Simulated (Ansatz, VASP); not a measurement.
One calculation of Pd, two programs

```xyz
1
Lattice="-1.5723 1.5723 1.5723 1.5723 -1.5723 1.5723 1.5723 1.5723 -1.5723" Properties=species:S:1:pos:R:3 pbc="T T T"
Pd    0.0000    0.0000    0.0000
```

Alike in both runs: functional BLYP; k mesh 12 × 12 × 12; occupations fermi-dirac, width 0.05 eV; no spin polarisation.

|  | VASP | Ansatz |
| --- | --- | --- |
| version | VASP 6.6.1 | Ansatz 0.2.0 |
| potentials or method | VASP PAW PBE potentials, release 64 (Pd) | Ansatz PAW |
| plane-wave cutoff (eV) | 520 | 420 |
| valence electrons in the cell | 10 | 18 |
| task | single point | band structure |

|  | VASP | Ansatz | Ansatz less VASP |
| --- | --- | --- | --- |
| gap on the k mesh at the Fermi level (eV) | none | none | - |
| pressure (GPa) | 9.2 | 8.7 | -0.51 |

VASP's potentials were made for PBE, not for BLYP. A gap of «none» marks a metal or a gap that the smearing closes. VASP's potentials hold 10 valence electrons a cell and Ansatz's 18, so a difference there can come from the potentials and not from the codes.
